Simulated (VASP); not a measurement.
Wanted: the native input for a VASP 6.6.1 run.

* Task: relaxation of cell and atoms
* Functional: PBE
* Potentials or basis: VASP PAW PBE potentials, release 64 (Rb_sv, Sc_sv, N)
* Cutoff: 600 eV
* k mesh: 2 × 2 × 2
* Occupations: gaussian, width 0.15 eV
* Spin: no spin polarisation
* Dipole correction: no
* Further INCAR settings: ALGO = Normal; EDIFF = 1e-06; IBRION = 2; EDIFFG = -0.08; NSW = 36; ISIF = 3

The structure of Rb3Sc2N3 lies in POSCAR:

```
Rb3Sc2N3
1.0
    5.5240966100      0.0000000000      0.0000000000
    0.0000000000      5.5240966100      0.0000000000
    0.0000000000      0.0000000000      7.3280794600
Rb Sc N
3 2 3
Direct
    0.0000000000      0.5000000000      0.3203952800
    0.5000000000      0.0000000000      0.3203952800
    0.5000000000      0.5000000000      0.4454326300
    0.0000000000      0.5000000000      0.9509362200
    0.5000000000      0.0000000000      0.9509362200
    0.0000000000      0.5000000000      0.5677843200
    0.5000000000      0.0000000000      0.5677843200
    0.5000000000      0.5000000000      0.7371566800
```

The cell was generated, and may not be a known phase.

One way to write it, as run:

INCAR

```
SYSTEM = Rb3Sc2N3
PREC = Accurate
ENCUT = 600
EDIFF = 1E-6
ISMEAR = 0
SIGMA = 0.15
LREAL = .FALSE.
LASPH = .TRUE.
NELM = 100
ALGO = Normal
ISIF = 3
LWAVE = .FALSE.
LCHARG = .FALSE.
GGA = PE
IBRION = 2
NSW = 36
EDIFFG = -0.08
```

KPOINTS

```
regular mesh
0
G
  2 2 2
  0 0 0
```

Potentials or basis: VASP PAW PBE potentials, release 64 (Rb_sv, Sc_sv, N).

The run is started by

```bash
$ cat potpaw_PBE.64/Rb_sv/POTCAR potpaw_PBE.64/Sc_sv/POTCAR potpaw_PBE.64/N/POTCAR > POTCAR
$ mpirun -np 1 vasp_std > vasp.out
```

It gave:

```
Relaxed volume                        : 25.47 Å³/atom
Relaxed cell                          : a = 5.092 Å, b = 5.092 Å, c = 7.859 Å, α = 90.00°, β = 90.00°, γ = 90.00°
Space group after relaxing (to 0.1 Å) : P4mm (No. 99)
Energy gained by relaxing             : 2114.9 meV/atom
Ionic steps                           : 30
Pressure after relaxing               : 0.0 GPa
Largest force after relaxing          : 0.035 eV/Å
Band gap on the k mesh                : zero (bands 32 and 33 overlap by 0.02 eV)
```

Caveat: the k points lie up to 0.62 Å⁻¹ apart in the final cell; semilocal functionals underestimate gaps, and a narrow one can read as zero; the relaxation stopped at a loose force limit of 0.08 eV/Å, so its end isn't a converged minimum.

Wall time 37 min on 1 thread of AMD EPYC 7R13 Processor (Zen 3) (shared host), peak memory 0.4 GiB.
